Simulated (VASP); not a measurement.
A run of VASP 6.6.1 is set up as follows.

File INCAR:

```
ALGO     = Normal         # electronic algorithm
EDIFF    = 1E-6           # SCF threshold, eV
ENCUT    = 520            # plane-wave cutoff, eV
GGA      = PE             # functional
ISIF     = 2              # what is computed and relaxed
ISMEAR   = -1             # smearing method
LASPH    = T              # aspherical terms in the spheres
LCHARG   = T              # write CHGCAR
LELF     = T              # ELF
LREAL    = F              # projectors in reciprocal space
LVHAR    = T            
LWAVE    = F              # write WAVECAR
NBANDS   = 8              # bands
NELM     = 80             # most SCF steps
PREC     = Accurate       # precision mode
SIGMA    = 0.05           # smearing width, eV
```

The input KPOINTS:

```
k-points
0
Gamma
  17 17 17
```

File POSCAR:

```
P
1.0
   -1.5153195628      1.5153195628      1.5153195628
    1.5153195628     -1.5153195628      1.5153195628
    1.5153195628      1.5153195628     -1.5153195628
P
1
Direct
    0.0000000000      0.0000000000      0.0000000000
```

Potentials or basis: VASP PAW PBE potentials, release 64 (P).

The run is started by

```bash
$ cat potpaw_PBE.64/P/POTCAR > POTCAR
$ mpirun -np 1 vasp_std > vasp.out
```

(1) Predict the band gap on the k mesh.

(2) What does it give for the pressure?

Answers

(1) zero (an odd number of electrons rules out a gap without spin polarisation).

(2) 1.9 GPa.
